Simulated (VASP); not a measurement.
# NaCl (I4/mmm) in VASP: notebook, part 2 of 2

VASP 6.6.1.

## (4) Single point, LDA (film at in-plane strain -0.005)

INCAR

```
SYSTEM = NaCl
  ALGO = Normal
  EDIFF = 1E-6
  ENCUT = 520
  ISIF = 2
  ISMEAR = 0
  LASPH = .TRUE.
  LCHARG = .FALSE.
  LREAL = .FALSE.
  LWAVE = .FALSE.
  NBANDS = 14
  NELM = 60
  PREC = Accurate
  SIGMA = 0.01
```

KPOINTS

```
k-points
0
G
  8 8 8
  0 0 0
```

POSCAR

```
NaCl
1.0
    2.7185332446      2.7185332446      0.0000000000
   -2.7185332446      2.7185332446      0.0000000000
    0.0000000000      2.7185332446      2.7389152935
Na Cl
1 1
Direct
    0.0000000000      0.0000000000      0.0000000000
    0.5000000000      0.5000000000      0.0000000000
```

Potentials or basis: VASP PAW LDA potentials, release 64 (Na_pv, Cl).

Command:

```bash
$ cat potpaw_LDA.64/Na_pv/POTCAR potpaw_LDA.64/Cl/POTCAR > POTCAR
$ mpirun -np 1 vasp_std > vasp.out
```

OUTCAR:

```text
SYSTEM = NaCl
   EDIFF = 1E-6
   ENCUT = 520
   ISIF = 2
   ISMEAR = 0
   LASPH = .TRUE.
   LREAL = .FALSE.
   NELM = 60
   PREC = Accurate

 ion  position               nearest neighbor table
   1  0.000  0.000  0.000-   2 2.72   2 2.72   2 2.72   2 2.72
   2  0.500  0.500  0.000-   1 2.72   1 2.72   1 2.72   1 2.72

  LATTYP: Found a body centered tetragonal cell.
 ALAT       =     3.8445865843
 C/A-ratio  =     1.4248165484

  Lattice vectors:

 A1 = (   2.7185332446,   0.0000000000,  -2.7389152935)
 A2 = (  -2.7185332446,   0.0000000000,  -2.7389152935)
 A3 = (   0.0000000000,   2.7185332446,   2.7389152935)

Analysis of symmetry for initial positions (statically):
=====================================================================
 Subroutine PRICEL returns:
 Original cell was already a primitive cell.

 Routine SETGRP: Setting up the symmetry group for a
 body centered tetragonal supercell.

 Subroutine GETGRP returns: Found 16 space group operations
 (whereof 16 operations were pure point group operations)
 out of a pool of 16 trial point group operations.

The static configuration has the point symmetry D_4h.

Analysis of symmetry for dynamics (positions and initial velocities):
=====================================================================
 Subroutine PRICEL returns:
 Original cell was already a primitive cell.

 Routine SETGRP: Setting up the symmetry group for a
 body centered tetragonal supercell.

 Subroutine GETGRP returns: Found 16 space group operations
 (whereof 16 operations were pure point group operations)
 out of a pool of 16 trial point group operations.

The dynamic configuration has the point symmetry D_4h.

 Subroutine INISYM returns: Found 16 space group operations
 (whereof 16 operations are pure point group operations),
 and found     1 'primitive' translations

----------------------------------------------------------------------------------------

                                     Primitive cell
[... 121 lines left out ...]
   LRPA    =     F    only Hartree local field effects (RPA)
 non-spin polarized calculation
 Gauss-broadening in eV      SIGMA  =   0.01
  energy-cutoff  :      520.00
  volume of cell :       40.48
 maximum number of plane-waves:      1107
 NGX is ok and might be reduce to    30
   NGX = 15   NGY = 15   NGZ = 15

 number of electron      13.9999994 magnetization

 Free energy of the ion-electron system (eV)
  ---------------------------------------------------
  ext. energy  EPLUGINS =         0.00000000
  ---------------------------------------------------
  free energy    TOTEN  =        -7.38860263 eV

  energy without entropy =       -7.38860263  energy(sigma->0) =       -7.38860263

 E-fermi :  -0.2471     XC(G=0):  -9.1716

 val. band max:       -0.3038538957   @ k =   0.0000   0.0000   0.0000
 cond. band min:       4.8064870013   @ k =   0.0000   0.0000   0.0000
 fundamental gap:      5.1103408971
 Fermi energy:        -0.2470969162

 k-point     1 :       0.0000    0.0000    0.0000
  band No.  band energies     occupation
      1     -20.9253      2.00000
      2     -20.9253      2.00000
      3     -20.9252      2.00000
      4     -13.1520      2.00000
      5      -0.3087      2.00000
      6      -0.3087      2.00000
      7      -0.3039      2.00000
      8       4.8065      0.00000
      9      10.5874      0.00000
     10      10.6483      0.00000
     11      10.6483      0.00000
     12      12.9460      0.00000
     13      13.0457      0.00000
     14      14.5369      0.00000
[... 377 lines left out ...]
      1     -20.9571      2.00000
      2     -20.9323      2.00000
      3     -20.9266      2.00000
      4     -12.8220      2.00000
      5      -1.9426      2.00000
      6      -0.8033      2.00000
      7      -0.5181      2.00000
      8       6.9941      0.00000
      9       9.3966      0.00000
     10      10.5524      0.00000
     11      11.2650      0.00000
     12      12.5375      0.00000
     13      14.5216      0.00000
     14      16.4780      0.00000

 [... further k-points ...]

------------------------ aborting loop because EDIFF is reached ----------------------------------------

  FORCE on cell =-STRESS in cart. coord.  units (eV):
  Direction    XX          YY          ZZ          XY          YZ          ZX
  --------------------------------------------------------------------------------------
  -------------------------------------------------------------------------------------
  Total        0.1092143      0.1092143     -0.0023971      0.0000000      0.0000000      0.0000000
  in kB        4.3222732      4.3222732     -0.0948684      0.0000000      0.0000000      0.0000000
  external PRESSURE =       2.8498927 kB  Pullay stress =       0.0000000 kB

 VOLUME and BASIS-vectors are now :
 -----------------------------------------------------------------------------
  energy-cutoff  :      520.00
  volume of cell :       40.48
      direct lattice vectors                 reciprocal lattice vectors
     2.718533245  2.718533245  0.000000000     0.183922709  0.183922709 -0.182554021
    -2.718533245  2.718533245  0.000000000    -0.183922709  0.183922709 -0.182554021
     0.000000000  2.718533245  2.738915293     0.000000000  0.000000000  0.365108042

 POSITION                                       TOTAL-FORCE (eV/Angst)
 -----------------------------------------------------------------------------------
      0.00000      0.00000      0.00000        -0.000000     -0.000000      0.000000
      0.00000      2.71853      0.00000         0.000000      0.000000      0.000000
 -----------------------------------------------------------------------------------
    total drift:                               -0.000000      0.000000      0.000000

  FREE ENERGIE OF THE ION-ELECTRON SYSTEM (eV)
  ---------------------------------------------------
  free  energy   TOTEN  =        -7.3886026277 eV

  energy  without entropy=       -7.3886026277  energy(sigma->0) =       -7.38860263
```

stdout:

```text
POSCAR found type information on POSCAR NaCl
 POSCAR found :  2 types and       2 ions
 scaLAPACK will be used
 LDA part: xc-table for (Slater(with rela. corr.)+CA(PZ))
 , standard interpolation
 POSCAR, INCAR and KPOINTS ok, starting setup
 FFT: planning ... GRIDC
 FFT: planning ... GRID_SOFT
 FFT: planning ... GRID
 WAVECAR not read
 entering main loop
```

It took 57 s on 1 thread of AMD EPYC 7R13, shared host; peak memory 0.13 GiB.

Results:

```yaml
Free_energy: -7.3886 eV
Pressure: 0.3 GPa
Band_gap_on_the_k_mesh: 5.11 eV, direct
```

Levels at points of the mesh, in eV from the valence-band top:
| k point | band 4 | band 5 | band 6 | band 7 | band 8 | band 9 | band 10 | band 11 |
| --- | --- | --- | --- | --- | --- | --- | --- | --- |
| (0.00, 0.00, 0.00) | -12.85 | 0.00 | 0.00 | 0.00 | 5.11 | 10.89 | 10.95 | 10.95 |
| (0.50, 0.00, 0.00) | -12.37 | -2.36 | -0.35 | -0.34 | 7.06 | 10.87 | 10.95 | 11.11 |
| (0.50, 0.50, 0.00) | -12.31 | -2.03 | -0.75 | -0.73 | 7.45 | 7.61 | 11.70 | 15.18 |
| (0.00, 0.00, 0.50) | -12.32 | -2.04 | -0.72 | -0.72 | 7.46 | 7.64 | 11.63 | 15.29 |

Caveat: the cell differs from its parent crystal (film at in-plane strain -0.005).

## (5) Single point, LDA (in-plane strain +0.005, then relaxed in part)

INCAR

```
SYSTEM = NaCl
  PREC = Accurate
  ENCUT = 520
  EDIFF = 1E-6
  ISMEAR = 0
  SIGMA = 0.01
  LREAL = .False.
  LASPH = .True.
  NELM = 100
  ALGO = Normal
  ISIF = 2
  LWAVE = .False.
  LCHARG = .False.
  GGA = CA
  NBANDS = 14
```

KPOINTS

```
regular mesh
0
Gamma
  8 8 8
  0 0 0
```

POSCAR

```
NaCl
1.0
    2.7458551868      2.7458551868      0.0000000000
   -2.7458551868      2.7458551868      0.0000000000
    0.0000000000      2.7458551868      2.7253473068
Na Cl
1 1
Direct
    0.0000000000      0.0000000000      0.0000000000
    0.5000000000      0.5000000000      0.0000000000
```

Command:

```bash
$ cat potpaw_LDA.64/Na_pv/POTCAR potpaw_LDA.64/Cl/POTCAR > POTCAR
$ mpirun -np 1 vasp_std > vasp.out
```

Wall time 60 s (1 thread of AMD EPYC 7R13, shared host); peak memory 0.13 GiB.

It converged, with:

```yaml
Free_energy: -7.3888 eV
Pressure: -0.2 GPa
Band_gap_on_the_k_mesh: 5.05 eV, direct
```

Stress tensor (GPa, compression positive):
```
-0.34  0.00  0.00
 0.00 -0.34  0.00
 0.00  0.00  0.08
```

Levels at points of the mesh, in eV from the valence-band top:
| k point | band 3 | band 4 | band 5 | band 6 | band 7 | band 8 | band 9 | band 10 | band 11 | band 12 |
| --- | --- | --- | --- | --- | --- | --- | --- | --- | --- | --- |
| (0.00, 0.00, 0.00) | -20.64 | -12.81 | -0.01 | 0.00 | 0.00 | 5.05 | 10.90 | 10.90 | 10.96 | 13.22 |
| (0.50, 0.00, 0.00) | -20.64 | -12.34 | -2.31 | -0.34 | -0.33 | 7.04 | 10.84 | 10.92 | 10.98 | 15.11 |
| (0.50, 0.50, 0.00) | -20.65 | -12.29 | -1.99 | -0.72 | -0.70 | 7.42 | 7.65 | 11.54 | 15.08 | 15.19 |
| (0.00, 0.00, 0.50) | -20.65 | -12.29 | -1.99 | -0.73 | -0.73 | 7.41 | 7.62 | 11.61 | 15.08 | 15.08 |

Caveat: the cell differs from its parent crystal (in-plane strain +0.005, then relaxed in part).

## (6) Overview

```csv
cell,gap on the mesh (eV),pressure (GPa)
"a = 3.845, b = 3.845, c = 3.859 Å, angles 60.1, 60.1, 90.0°, 2 atoms",5.11,0.3
"a = 3.845, b = 3.845, c = 3.860 Å, angles 60.1, 60.1, 90.0°, 2 atoms",5.11,0.3
"a = 3.883, b = 3.883, c = 3.869 Å, angles 59.9, 59.9, 90.0°, 2 atoms",5.05,-0.2
```

Alike in all rows: task single point; level LDA; potentials or basis VASP PAW LDA potentials, release 64 (Na_pv, Cl); no spin polarisation; k mesh 8 × 8 × 8; cutoff (eV) 520; smearing gaussian 0.01 eV.

Total energies depend on the potentials used, so only differences within one code and one set of settings carry meaning.
